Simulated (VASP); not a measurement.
# Rh (Fd-3m) in VASP: a series of runs

Rh is run at these levels: LDA; tasks: single point, relaxation of cell and atoms.

All numbers are computed with VASP 6.6.1; they aren't measurements. Logs are shortened: lines on timing, memory, paths and dates and some standing lists are left out, and cuts for length are marked.

### Step 1. The cell of the first run

Symmetry: Fd-3m, No. 227, cubic system. The conventional cell has a = 5.382 Å, b = 5.382 Å, c = 5.382 Å, α = 90.00°, β = 90.00°, γ = 90.00°. Within 3.1 Å of Rh (site symmetry -43m) lie 4 Rh at 2.33 Å.

This isn't the form of Rh at room conditions, which is fcc.

### Step 2. Single point, LDA

INCAR

```
SYSTEM = Rh
ALGO = Normal ; EDIFF = 1E-6
ENCUT = 500 ; GGA = CA
GGA_COMPAT = .False. ; ISIF = 2
ISMEAR = 0 ; LASPH = .True.
LCHARG = .True. ; LELF = .True.
LREAL = .False. ; LVHAR = .True.
LWAVE = .False. ; NBANDS = 22
NELM = 120 ; PREC = Accurate
SIGMA = 0.05
```

KPOINTS

```
k-points
0
Gamma
  6 6 6
  0 0 0
```

POSCAR

```
Rh
1.0
    0.0000000000      2.6908546411      2.6908546411
    2.6908546411      0.0000000000      2.6908546411
    2.6908546411      2.6908546411      0.0000000000
Rh
2
Direct
    1.0000000000      1.0000000000      1.0000000000
    0.2500000000      0.2500000000      0.2500000000
```

Potentials or basis: VASP PAW LDA potentials, release 64 (Rh_pv).

The run is started by

```sh
$ cat potpaw_LDA.64/Rh_pv/POTCAR > POTCAR
$ mpirun -np 1 vasp_std > vasp.out
```

OUTCAR:

```text
SYSTEM = Rh
   EDIFF = 1E-6
   ENCUT = 500
   GGA = CA
   ISIF = 2
   ISMEAR = 0
   LASPH = .True.
   LREAL = .False.
   NELM = 120
   PREC = Accurate

 ion  position               nearest neighbor table
   1  0.000  0.000  0.000-   2 2.33   2 2.33   2 2.33   2 2.33
   2  0.250  0.250  0.250-   1 2.33   1 2.33   1 2.33   1 2.33

  LATTYP: Found a face centered cubic cell.
 ALAT       =     5.3817092822

  Lattice vectors:

 A1 = (   0.0000000000,   2.6908546411,   2.6908546411)
 A2 = (   2.6908546411,   0.0000000000,   2.6908546411)
 A3 = (   2.6908546411,   2.6908546411,   0.0000000000)

Analysis of symmetry for initial positions (statically):
=====================================================================
 Subroutine PRICEL returns:
 Original cell was already a primitive cell.

 Routine SETGRP: Setting up the symmetry group for a
 face centered cubic supercell.

 Subroutine GETGRP returns: Found 48 space group operations
 (whereof 24 operations were pure point group operations)
 out of a pool of 48 trial point group operations.

The static configuration has the point symmetry T_d .
 The point group associated with its full space group is O_h .

Analysis of symmetry for dynamics (positions and initial velocities):
=====================================================================
 Subroutine PRICEL returns:
 Original cell was already a primitive cell.

 Routine SETGRP: Setting up the symmetry group for a
 face centered cubic supercell.

 Subroutine GETGRP returns: Found 48 space group operations
 (whereof 24 operations were pure point group operations)
 out of a pool of 48 trial point group operations.

The dynamic configuration has the point symmetry T_d .
 The point group associated with its full space group is O_h .

 Subroutine INISYM returns: Found 48 space group operations
 (whereof 24 operations are pure point group operations),
 and found     1 'primitive' translations

----------------------------------------------------------------------------------------

                                     Primitive cell

  volume of cell :      38.9673

  direct lattice vectors                    reciprocal lattice vectors
     0.000000000  2.690854641  2.690854641    -0.185814571  0.185814571  0.185814571
     2.690854641  0.000000000  2.690854641     0.185814571 -0.185814571  0.185814571
     2.690854641  2.690854641  0.000000000     0.185814571  0.185814571 -0.185814571

  length of vectors
     3.805443128  3.805443128  3.805443128     0.321840277  0.321840277  0.321840277

  position of ions in fractional coordinates (direct lattice)
     0.000000000  0.000000000  0.000000000
     0.250000000  0.250000000  0.250000000

  ion indices of the primitive-cell ions
   primitive index   ion index
                 1           1
                 2           2

----------------------------------------------------------------------------------------

 KPOINTS: k-points

Automatic generation of k-mesh.
 Grid dimensions read from file:
 generate k-points for:    6    6    6

 Generating k-lattice:

  Cartesian coordinates                     Fractional coordinates (reciprocal lattice)
    -0.030969095  0.030969095  0.030969095     0.166666667  0.000000000  0.000000000
     0.030969095 -0.030969095  0.030969095     0.000000000  0.166666667  0.000000000
     0.030969095  0.030969095 -0.030969095     0.000000000  0.000000000  0.166666667

  Length of vectors
     0.053640046  0.053640046  0.053640046

  Shift w.r.t. Gamma in fractional coordinates (k-lattice)
     0.000000000  0.000000000  0.000000000

 Subroutine IBZKPT returns following result:
 ===========================================

 Found     16 irreducible k-points:

 Following reciprocal coordinates:
            Coordinates               Weight
  0.000000  0.000000  0.000000      1.000000
  0.166667  0.000000  0.000000      8.000000
  0.333333  0.000000  0.000000      8.000000
  0.500000  0.000000  0.000000      4.000000
  0.166667  0.166667  0.000000      6.000000
  0.333333  0.166667  0.000000     24.000000
[... 8 lines left out ...]
 -0.333333  0.333333  0.166667     24.000000
 -0.333333  0.500000  0.166667     12.000000
   k-points           NKPTS =     16   k-points in BZ     NKDIM =     16   number of bands    NBANDS=     22
   number of dos      NEDOS =    301   number of ions     NIONS =      2
   total plane-waves  NPLWV =  21952
   dimension x,y,z NGX =    28 NGY =   28 NGZ =   28
   dimension x,y,z NGXF=    56 NGYF=   56 NGZF=   56
   ions per type =               2
   NGX,Y,Z   is equivalent  to a cutoff of  12.23, 12.23, 12.23 a.u.
   NGXF,Y,Z  is equivalent  to a cutoff of  24.46, 24.46, 24.46 a.u.
 SYSTEM =  Rh
   PREC   = accura    normal or accurate (medium, high low for compatibility)
   ISTART =      0    job   : 0-new  1-cont  2-samecut
   ICHARG =      2    charge: 1-file 2-atom 10-const
   ISPIN  =      1    spin polarized calculation?
   LNONCOLLINEAR =      F non collinear calculations
   LSORBIT =      F    spin-orbit coupling
   LASPH  =      T    aspherical Exc in radial PAW
   ENCUT  =  500.0 eV  36.75 Ry    6.06 a.u.   6.94  6.94  6.94*2*pi/ulx,y,z
   NELM   =    120;   NELMIN=  2; NELMDL= -5     # of ELM steps
   EDIFF  = 0.1E-05   stopping-criterion for ELM
   LREAL  =      F    real-space projection
[... 7 lines left out ...]
   TEBEG  =    0.0;   TEEND  =   0.0 temperature during run
   PSTRESS=    0.0 pullay stress
   NELECT =      30.0000    total number of electrons
   NUPDOWN=      -1.0000    fix difference up-down
   EMIN   =  10.00;   EMAX   =-10.00  energy-range for DOS
   EFERMI =   0.00;   METHOD = LEGACY
   ISMEAR =     0;   SIGMA  =   0.05  broadening in eV -4-tet -1-fermi 0-gaus
   EFERMI_NEDOS =   21; number of points for ismear=-14 and -15
   IALGO  =     38    algorithm
   IMIX   =      4    mixing-type and parameters
     AMIX     =   0.40;   BMIX     =  1.00
     AMIX_MAG =   1.60;   BMIX_MAG =  1.00
  volume/ion in A,a.u.               =      19.48       131.48
  Fermi-wavevector in a.u.,A,eV,Ry     =   1.500427  2.835397 30.630560  2.251283
  Thomas-Fermi vector in A             =   2.611929
   LORBIT       =      0    0 simple, 1 ext, 2 COOP (PROOUT), +10 PAW based schemes
   GGA     = CA    functional components
   LHFCALC =     F    Hartree Fock is set to
   AEXX    =    0.0000 exact exchange contribution
   IVDW    =     0    specifies the selected vdW correction
   LEPSILON=     F    determine dielectric tensor
   LRPA    =     F    only Hartree local field effects (RPA)
 non-spin polarized calculation
 Gauss-broadening in eV      SIGMA  =   0.05
  energy-cutoff  :      500.00
  volume of cell :       38.97
 maximum number of plane-waves:      1002
   NGX = 13   NGY = 13   NGZ = 13

 number of electron      30.0000000 magnetization

 Free energy of the ion-electron system (eV)
  ---------------------------------------------------
  ext. energy  EPLUGINS =         0.00000000
  ---------------------------------------------------
  free energy    TOTEN  =       -14.73399923 eV

  energy without entropy =      -14.72966423  energy(sigma->0) =      -14.73183173

 E-fermi :   6.9102     XC(G=0): -11.8790

 val. band max:        6.8851297499   @ k =   0.5000   0.3333   0.1667
 cond. band min:       6.9297462270   @ k =  -0.1667   0.1667   0.0000
 fundamental gap:      0.0446164771
 Fermi energy:         6.9102148386

 k-point     1 :       0.0000    0.0000    0.0000
  band No.  band energies     occupation
      1     -40.2135      2.00000
      2     -40.2135      2.00000
      3     -40.2135      2.00000
      4     -39.4553      2.00000
      5     -39.4553      2.00000
      6     -39.4553      2.00000
[... 14 lines left out ...]
     21      20.0873      0.00000
     22      20.3615      0.00000

 k-point     2 :       0.1667    0.0000    0.0000
  band No.  band energies     occupation
      1     -40.2351      2.00000
      2     -40.2351      2.00000
      3     -40.2081      2.00000
      4     -39.4628      2.00000
      5     -39.4329      2.00000
      6     -39.4329      2.00000
[... 14 lines left out ...]
     21      18.8883      0.00000
     22      21.2615      0.00000

 k-point     3 :       0.3333    0.0000    0.0000
  band No.  band energies     occupation
      1     -40.2751      2.00000
      2     -40.2751      2.00000
      3     -40.1979      2.00000
      4     -39.4772      2.00000
      5     -39.3912      2.00000
      6     -39.3912      2.00000
[... 14 lines left out ...]
     21      17.7526      0.00000
     22      21.1138      0.00000

 k-point     4 :       0.5000    0.0000    0.0000
  band No.  band energies     occupation
      1     -40.2937      2.00000
      2     -40.2937      2.00000
      3     -40.1931      2.00000
      4     -39.4840      2.00000
      5     -39.3717      2.00000
      6     -39.3717      2.00000
[... 14 lines left out ...]
     21      17.4977      0.00000
     22      21.0263      0.00000

 k-point     5 :       0.1667    0.1667    0.0000
  band No.  band energies     occupation
      1     -40.2596      2.00000
      2     -40.2596      2.00000
      3     -40.1642      2.00000
      4     -39.5085      2.00000
      5     -39.4075      2.00000
      6     -39.4075      2.00000
[... 217 lines left out ...]
 k-point    14 :       0.5000    0.3333    0.1667
  band No.  band energies     occupation
      1     -40.3610      2.00000
      2     -40.3252      2.00000
      3     -40.0364      2.00000
      4     -39.6398      2.00000
      5     -39.3397      2.00000
      6     -39.3058      2.00000
[... 14 lines left out ...]
     21      19.0377      0.00000
     22      20.5984      0.00000

 k-point    15 :      -0.3333    0.3333    0.1667
  band No.  band energies     occupation
      1     -40.3811      2.00000
      2     -40.3435      2.00000
      3     -39.9790      2.00000
      4     -39.6968      2.00000
      5     -39.3211      2.00000
      6     -39.2866      2.00000
[... 14 lines left out ...]
     21      19.3192      0.00000
     22      22.0640      0.00000

 k-point    16 :      -0.3333    0.5000    0.1667
  band No.  band energies     occupation
      1     -40.3759      2.00000
      2     -40.3759      2.00000
      3     -39.8392      2.00000
      4     -39.8392      2.00000
      5     -39.2890      2.00000
      6     -39.2890      2.00000
[... 14 lines left out ...]
     21      19.8830      0.00000
     22      19.8830      0.00000

------------------------ aborting loop because EDIFF is reached ----------------------------------------

  FORCE on cell =-STRESS in cart. coord.  units (eV):
  Direction    XX          YY          ZZ          XY          YZ          ZX
  --------------------------------------------------------------------------------------
  -------------------------------------------------------------------------------------
  Total        0.1843839      0.1843839      0.1843839      0.0000000      0.0000000      0.0000000
  in kB        7.5811108      7.5811108      7.5811108      0.0000000      0.0000000      0.0000000
  external PRESSURE =       7.5811108 kB  Pullay stress =       0.0000000 kB

 VOLUME and BASIS-vectors are now :
 -----------------------------------------------------------------------------
  energy-cutoff  :      500.00
  volume of cell :       38.97
      direct lattice vectors                 reciprocal lattice vectors
     0.000000000  2.690854641  2.690854641    -0.185814571  0.185814571  0.185814571
     2.690854641  0.000000000  2.690854641     0.185814571 -0.185814571  0.185814571
     2.690854641  2.690854641  0.000000000     0.185814571  0.185814571 -0.185814571

 POSITION                                       TOTAL-FORCE (eV/Angst)
 -----------------------------------------------------------------------------------
      0.00000      0.00000      0.00000         0.000000      0.000000      0.000000
      1.34543      1.34543      1.34543        -0.000000     -0.000000     -0.000000
 -----------------------------------------------------------------------------------
    total drift:                                0.000000      0.000000      0.000000

  FREE ENERGIE OF THE ION-ELECTRON SYSTEM (eV)
  ---------------------------------------------------
  free  energy   TOTEN  =       -14.7339992268 eV

  energy  without entropy=      -14.7296642306  energy(sigma->0) =      -14.73183173
```

Wall time 14 s (1 thread of Intel Xeon Platinum 8488C (Sapphire Rapids), shared host); peak memory 0.14 GiB.

Results:

```
Free energy            : -14.7340 eV
Pressure               : 0.8 GPa
Band gap on the k mesh : zero (bands 15 and 16 overlap by 1.06 eV)
```

### Step 3. Relaxation of cell and atoms, LDA

INCAR

```
PREC     = Accurate       # precision mode
ENCUT    = 500            # plane-wave cutoff, eV
EDIFF    = 1E-7           # SCF threshold, eV
ISMEAR   = 0              # smearing method
SIGMA    = 0.05           # smearing width, eV
LREAL    = F              # projectors in reciprocal space
LASPH    = T              # aspherical terms in the spheres
NELM     = 120            # most SCF steps
ALGO     = Normal         # electronic algorithm
ISIF     = 3              # what is computed and relaxed
LWAVE    = F              # write WAVECAR
LCHARG   = F              # write CHGCAR
GGA      = CA             # functional
IBRION   = 2              # ionic algorithm
NSW      = 80             # ionic steps
EDIFFG   = -0.03          # ionic threshold
GGA_COMPAT= F            
NELMIN   = 4
```

KPOINTS

```
regular mesh
0
Gamma
  6 6 6
```

POSCAR is that of step 2.

Potentials or basis: VASP PAW LDA potentials, release 64 (Rh_pv).

The run is started by

```sh
$ cat potpaw_LDA.64/Rh_pv/POTCAR > POTCAR
$ mpirun -np 1 vasp_std > vasp.out
```

Run time: 25 s. Hardware: 1 thread of Intel Xeon Platinum 8488C (Sapphire Rapids), shared host; peak memory 0.14 GiB.

It converged, with:

| Quantity | Value |
| --- | --- |
| Free energy | -14.7344 eV |
| Relaxed volume | 19.57 Å³/atom |
| Relaxed cell | a = 3.811 Å, b = 3.811 Å, c = 3.811 Å, α = 60.00°, β = 60.00°, γ = 60.00° |
| Space group after relaxing (to 0.1 Å) | Fd-3m (No. 227) |
| Energy gained by relaxing | 0.2 meV/atom |
| Ionic steps | 3 |
| Pressure after relaxing | 0.0 GPa |
| Band gap on the k mesh | zero (bands 15 and 16 overlap by 1.06 eV) |

Step by step:
```
step  energy change (eV)  largest force (eV/Å)  pressure (GPa)  volume (Å³)
   1              0.0000                0.0000            0.76        38.97
   2              0.0011                0.0000           -1.44        39.49
   3             -0.0004                0.0000            0.00        39.15
```

Final structure:
```
CELL_PARAMETERS angstrom
0.00000 2.69499 2.69499
2.69499 0.00000 2.69499
2.69499 2.69499 0.00000
ATOMIC_POSITIONS crystal
Rh 0.00000 0.00000 0.00000
Rh 0.25000 0.25000 0.25000
```

Levels at points of the mesh, in eV from the Fermi level:
```
           k point  band 11  band 12  band 13  band 14  band 15  band 16  band 17  band 18  band 19
(0.00, 0.00, 0.00)    -4.15    -4.15    -1.50    -1.50    -1.50     0.53     0.53    12.84    13.16
(0.50, 0.00, 0.00)    -4.23    -3.87    -0.90    -0.90    -0.76     0.15     0.15     2.03     9.90
(0.50, 0.50, 0.00)    -2.25    -2.25    -2.23    -2.23     0.41     0.41     2.49     2.49     4.92
```
